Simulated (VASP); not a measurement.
ZnSb:

```
Zn Sb
1.0
     3.57595    0.00000    0.00000
     0.00000    3.57595    0.00000
     0.00000    0.00000    3.57595
Zn Sb
1 1
Direct
  0.50000 0.50000 0.50000
  0.00000 0.00000 0.00000
```

Base run:

| Item | Value |
| --- | --- |
| Program | VASP 6.6.1 |
| Functional | LDA |
| Potentials or basis | VASP PAW LDA potentials, release 64 (Zn, Sb) |
| Cutoff | 500 eV |
| k mesh | 5 × 5 × 5, shifted |
| Occupations | methfessel-paxton, width 0.0362 eV |
| Spin | no spin polarisation |

Its results: pressure -6.2 GPa.

Problem. The run is repeated on the same cell with these changes: k mesh from 5 × 5 × 5, shifted to 5 × 5 × 5. What comes out?

Solution. Pressure -6.8 GPa.
